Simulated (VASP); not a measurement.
# ZnS (F-43m) in VASP: further runs, part 2 of 2

VASP 6.6.1. The steps go on from the part before.

## 4. Single point, r2SCAN

This run uses another cell than the first one, of 20.39 Å³/atom, 1.043 times its volume.

Input file POSCAR:

```
ZnS
1.0
    0.0000000000      2.7321669939      2.7321669939
    2.7321669939      0.0000000000      2.7321669939
    2.7321669939      2.7321669939      0.0000000000
Zn S
1 1
Direct
    0.0000000000      0.0000000000      0.0000000000
    0.2500000000      0.2500000000      0.2500000000
```

Input file INCAR.step1:

```
SYSTEM = ZnS
PREC     = Accurate       ! precision mode
ENCUT    = 520            ! plane-wave cutoff, eV
ISMEAR   = 0              ! smearing method
SIGMA    = 0.02           ! smearing width, eV
LREAL    = .FALSE.        ! projectors in reciprocal space
LASPH    = .TRUE.         ! aspherical terms in the spheres
NELM     = 80             ! most SCF steps
NBANDS   = 16             ! bands
GGA      = PE             ! functional
ALGO     = Normal         ! electronic algorithm
EDIFF    = 1E-4           ! SCF threshold, eV
LWAVE    = .TRUE.         ! write WAVECAR
LCHARG   = .FALSE.        ! write CHGCAR
```

Input file INCAR.step2:

```
SYSTEM = ZnS
PREC     = Accurate       ! precision mode
ENCUT    = 520            ! plane-wave cutoff, eV
EDIFF    = 1E-6           ! SCF threshold, eV
ISMEAR   = 0              ! smearing method
SIGMA    = 0.02           ! smearing width, eV
LREAL    = .FALSE.        ! projectors in reciprocal space
LASPH    = .TRUE.         ! aspherical terms in the spheres
NELM     = 80             ! most SCF steps
ALGO     = Normal         ! electronic algorithm
ISIF     = 2              ! what is computed and relaxed
LWAVE    = .FALSE.        ! write WAVECAR
LCHARG   = .FALSE.        ! write CHGCAR
METAGGA  = R2SCAN         ! meta-GGA
LMIXTAU  = .TRUE.       
NBANDS   = 16             ! bands
ISTART   = 1
```

Input file KPOINTS:

```
Automatic mesh
0
G
  8 8 8
  0 0 0
```

Started as:

```sh
$ cat potpaw_PBE.64/Zn/POTCAR potpaw_PBE.64/S/POTCAR > POTCAR
$ cp INCAR.step1 INCAR
$ mpirun -np 1 vasp_std > vasp.out
$ cp INCAR.step2 INCAR
$ mpirun -np 1 vasp_std > vasp.out
```

Wall time 53 s (1 thread of AMD EPYC 9R45 (Zen 5), shared host); peak memory 0.15 GiB.

It converged, with:

```
Free energy            : -18.8505 eV
Pressure               : -3.0 GPa
Band gap on the k mesh : 2.52 eV, direct
```

Levels at points of the mesh, in eV from the valence-band top:
```tsv
k point	band 6	band 7	band 8	band 9	band 10	band 11	band 12	band 13
(0.00, 0.00, 0.00)	-5.87	0.00	0.00	0.00	2.52	6.92	6.92	6.92
(0.50, 0.00, 0.00)	-5.68	-5.17	-0.84	-0.84	3.75	7.41	7.41	9.28
(0.50, 0.50, 0.00)	-5.67	-4.48	-2.16	-2.16	3.80	4.48	11.51	12.59
```

Caveat: the PAW data sets were made with another functional, which shifts forces and pressure a little. r2SCAN opens gaps a little over a GGA but as a rule still falls short of measured ones.

## 5. Relaxation of cell and atoms, r2SCAN, target pressure 60 GPa, at which the enthalpy is minimised

This run uses another cell than the first one, of 14.34 Å³/atom, 0.733 times its volume.

Input file POSCAR:

```
ZnS
1.0
    0.0000000000      2.4293245829      2.4293245829
    2.4293245829      0.0000000000      2.4293245829
    2.4293245829      2.4293245829      0.0000000000
Zn S
1 1
Direct
    0.0000000000      0.0000000000      0.0000000000
    0.2500000000      0.2500000000      0.2500000000
```

Input file INCAR.step1:

```
SYSTEM = ZnS
  PREC = Accurate
  ENCUT = 600
  ISMEAR = 0
  SIGMA = 0.02
  LREAL = .False.
  LASPH = .True.
  NELM = 80
  GGA = PE
  ALGO = Normal
  EDIFF = 1E-4
  LWAVE = .True.
  LCHARG = .False.
```

Input file INCAR.step2:

```
SYSTEM = ZnS
  PREC = Accurate
  ENCUT = 600
  EDIFF = 1E-6
  ISMEAR = 0
  SIGMA = 0.02
  LREAL = .False.
  LASPH = .True.
  NELM = 80
  ALGO = Normal
  ISIF = 3
  LWAVE = .False.
  LCHARG = .False.
  METAGGA = R2SCAN
  LMIXTAU = .True.
  IBRION = 2
  NSW = 70
  EDIFFG = -0.008
  PSTRESS = 600.0
  ISTART = 1
```

Input file KPOINTS:

```
Automatic mesh
0
Gamma
  8 8 8
  0 0 0
```

Started as:

```sh
$ cat potpaw_PBE.64/Zn/POTCAR potpaw_PBE.64/S/POTCAR > POTCAR
$ cp INCAR.step1 INCAR
$ mpirun -np 1 vasp_std > vasp.out
$ cp INCAR.step2 INCAR
$ mpirun -np 1 vasp_std > vasp.out
```

Wall time 3.3 min (1 thread of AMD EPYC 9R45 (Zen 5), shared host); peak memory 0.15 GiB.

It converged, with:

```
Free energy                                            : -17.2882 eV
Relaxed volume                                         : 13.77 Å³/atom
Relaxed cell                                           : a = 3.390 Å, b = 3.390 Å, c = 3.390 Å, α = 60.00°, β = 60.00°, γ = 60.00°
Space group after relaxing (to 0.05 Å)                 : F-43m (No. 216)
Energy change on relaxing (the enthalpy is what falls) : +190.6 meV/atom
Ionic steps                                            : 7
Pressure after relaxing                                : 59.9 GPa
Band gap on the k mesh                                 : 2.68 eV, indirect (least direct gap 4.49 eV)
```

The path:
| step | energy change (eV) | largest force (eV/Å) | pressure (GPa) | volume (Å³) |
| --- | --- | --- | --- | --- |
| 1 | 0.0000 | 0.0000 | 48.43 | 28.67 |
| 2 | 1.8366 | 0.0000 | 101.40 | 24.59 |
| 3 | 0.3676 | 0.0000 | 59.43 | 27.58 |
| 4 | 0.3851 | 0.0000 | 60.13 | 27.53 |
| 5 | 0.3767 | 0.0000 | 59.65 | 27.55 |
| 6 | 0.3778 | 0.0000 | 59.71 | 27.55 |
| 7 | 0.3812 | 0.0000 | 59.92 | 27.54 |

Final structure:
```cif
data_structure
_symmetry_space_group_name_H-M 'P 1'
_symmetry_Int_Tables_number 1
_cell_length_a 3.3898
_cell_length_b 3.3898
_cell_length_c 3.3898
_cell_angle_alpha 60.000
_cell_angle_beta 60.000
_cell_angle_gamma 60.000
_cell_volume 27.54
loop_
_atom_site_label
_atom_site_type_symbol
_atom_site_fract_x
_atom_site_fract_y
_atom_site_fract_z
_atom_site_occupancy
Zn1 Zn 0.00000 0.00000 0.00000 1
S1 S 0.25000 0.25000 0.25000 1
```

Levels at points of the mesh, in eV from the valence-band top:
| k point | band 7 | band 8 | band 9 | band 10 | band 11 | band 12 |
| --- | --- | --- | --- | --- | --- | --- |
| (0.00, 0.00, 0.00) | 0.00 | 0.00 | 0.00 | 4.49 | 6.26 | 6.26 |
| (0.50, 0.00, 0.00) | -7.26 | -1.58 | -1.58 | 4.36 | 6.81 | 6.81 |
| (0.50, 0.50, 0.00) | -6.36 | -3.98 | -3.98 | 2.68 | 3.88 | 14.65 |

Caveat: the cell is relaxed towards a set pressure, so the enthalpy falls and the energy may rise; the PAW data sets were made with another functional, which shifts forces and pressure a little. r2SCAN opens gaps a little over a GGA but as a rule still falls short of measured ones.

## 6. Relaxation of cell and atoms, r2SCAN, target pressure 30 GPa, at which the enthalpy is minimised

This run uses another cell than the first one, of 15.69 Å³/atom, 0.802 times its volume.

Input file POSCAR:

```
ZnS
1.0
    0.0000000000      2.5035742437      2.5035742437
    2.5035742437      0.0000000000      2.5035742437
    2.5035742437      2.5035742437      0.0000000000
Zn S
1 1
Direct
    0.0000000000      0.0000000000      0.0000000000
    0.2500000000      0.2500000000      0.2500000000
```

Input file INCAR.step1:

```
PREC = Accurate
ENCUT = 600
ISMEAR = 0
SIGMA = 0.02
LREAL = False
LASPH = True
NELM = 60
GGA = PE
ALGO = Normal
EDIFF = 1E-4
LWAVE = True
LCHARG = False
```

Input file INCAR.step2:

```
PREC = Accurate
ENCUT = 600
EDIFF = 1E-6
ISMEAR = 0
SIGMA = 0.02
LREAL = False
LASPH = True
NELM = 60
ALGO = Normal
ISIF = 3
LWAVE = False
LCHARG = False
METAGGA = R2SCAN
LMIXTAU = True
IBRION = 2
NSW = 70
EDIFFG = -0.008
PSTRESS = 300.0
ISTART = 1
```

Input file KPOINTS:

```
regular mesh
0
Gamma
  8 8 8
```

Potentials or basis: VASP PAW PBE potentials, release 64 (Zn, S).

Started as:

```sh
$ cat potpaw_PBE.64/Zn/POTCAR potpaw_PBE.64/S/POTCAR > POTCAR
$ cp INCAR.step1 INCAR
$ mpirun -np 1 vasp_std > vasp.out
$ cp INCAR.step2 INCAR
$ mpirun -np 1 vasp_std > vasp.out
```

It took 1.8 min on 1 thread of AMD EPYC 9R45 (Zen 5), shared host; peak memory 0.14 GiB.

Results (log left out):

* Free energy: -18.2536 eV
* Relaxed volume: 15.54 Å³/atom
* Relaxed cell: a = 3.529 Å, b = 3.529 Å, c = 3.529 Å, α = 60.00°, β = 60.00°, γ = 60.00°
* Space group after relaxing (to 0.05 Å): F-43m (No. 216)
* Energy change on relaxing (the enthalpy is what falls): +26.8 meV/atom
* Ionic steps: 3
* Pressure after relaxing: 30.1 GPa
* Band gap on the k mesh: 3.09 eV, indirect (least direct gap 3.85 eV)

The path:
| step | energy change (eV) | largest force (eV/Å) | pressure (GPa) | volume (Å³) |
| --- | --- | --- | --- | --- |
| 1 | 0.0000 | 0.0000 | 28.18 | 31.38 |
| 2 | 0.1542 | 0.0000 | 33.42 | 30.58 |
| 3 | 0.0536 | 0.0000 | 30.07 | 31.09 |

Final structure:
```xyz
2
Lattice="0.0000 2.4957 2.4957 2.4957 0.0000 2.4957 2.4957 2.4957 0.0000" Properties=species:S:1:pos:R:3 pbc="T T T"
Zn    0.0000    0.0000    0.0000
S     1.2479    1.2479    1.2479
```

Levels at points of the mesh, in eV from the valence-band top:
| k point | band 6 | band 7 | band 8 | band 9 | band 10 | band 11 | band 12 | band 13 |
| --- | --- | --- | --- | --- | --- | --- | --- | --- |
| (0.00, 0.00, 0.00) | -6.94 | 0.00 | 0.00 | 0.00 | 3.85 | 6.56 | 6.56 | 6.56 |
| (0.50, 0.00, 0.00) | -6.88 | -6.58 | -1.31 | -1.31 | 4.22 | 7.09 | 7.09 | 10.20 |
| (0.50, 0.50, 0.00) | -6.63 | -5.69 | -3.32 | -3.32 | 3.09 | 4.20 | 13.89 | 14.46 |

Caveat: the cell is relaxed towards a set pressure, so the enthalpy falls and the energy may rise; the PAW data sets were made with another functional, which shifts forces and pressure a little. A k mesh can miss the band edges.

## 7. Overview

```tsv
task	cell	cutoff (eV)	gap on the mesh (eV)	pressure (GPa)
single point	a = 3.810 Å, angles 60.0°, 2 atoms	520	2.71	0.0
single point	a = 3.864 Å, angles 60.0°, 2 atoms	520	2.52	-3.0
relaxation of cell and atoms	relaxed to 60 GPa from a = 3.436 Å, angles 60.0°, 2 atoms	600	2.68	59.9
relaxation of cell and atoms	relaxed to 30 GPa from a = 3.541 Å, angles 60.0°, 2 atoms	600	3.09	30.1
```

Alike in all rows: level r2SCAN; potentials or basis VASP PAW PBE potentials, release 64 (Zn, S); no spin polarisation; k mesh 8 × 8 × 8; smearing gaussian 0.02 eV.

Caveats: the PAW data sets were made with another functional, which shifts forces and pressure a little; the cell is relaxed towards a set pressure, so the enthalpy falls and the energy may rise (some runs).

Absolute energies hang on the potentials; compare differences alone.
